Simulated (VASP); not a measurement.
## NaCl: single point with PBE-based screened hybrid with 5 % exact exchange

Crystal: NaCl.

```
CELL_PARAMETERS angstrom
3.50219 0.00000 0.00000
0.00000 3.50219 0.00000
0.00000 0.00000 3.50219
ATOMIC_POSITIONS crystal
Cl 0.50000 0.50000 0.50000
Na 0.00000 0.00000 0.00000
```

```
Program             : VASP 6.6.1
Task                : single point
Functional          : PBE-based screened hybrid with 5 % exact exchange
Potentials or basis : VASP PAW PBE potentials, release 64 (Cl, Na_pv)
Cutoff              : 520 eV
k mesh              : 4 × 4 × 4
Occupations         : fermi-dirac, width 0.05 eV
Spin                : no spin polarisation
```

```yaml
Pressure: 0.1 GPa
Band_gap_on_the_k_mesh: 4.24 eV (least direct gap 4.73 eV)
```

Levels at points of the mesh, in eV from the valence-band top:
| k point | band 4 | band 5 | band 6 | band 7 | band 8 | band 9 | band 10 | band 11 |
| --- | --- | --- | --- | --- | --- | --- | --- | --- |
| (0.00, 0.00, 0.00) | -13.63 | -0.50 | -0.50 | -0.50 | 4.24 | 8.85 | 8.85 | 16.03 |
| (0.50, 0.00, 0.00) | -13.27 | -2.98 | -0.26 | -0.26 | 7.19 | 8.87 | 10.80 | 12.15 |
| (0.50, 0.50, 0.00) | -12.99 | -2.30 | -2.30 | 0.00 | 5.80 | 10.17 | 11.33 | 11.33 |
| (0.50, 0.50, 0.50) | -12.72 | -1.88 | -1.88 | -1.88 | 7.38 | 7.38 | 7.38 | 11.97 |

It took 80 s on 1 thread of Intel Xeon 8259CL (shared host), peak memory 0.22 GiB.

Caveat: the k points lie up to 0.45 Å⁻¹ apart; the PAW data sets were made with another functional, which shifts forces and pressure a little. A k mesh can miss the band edges.
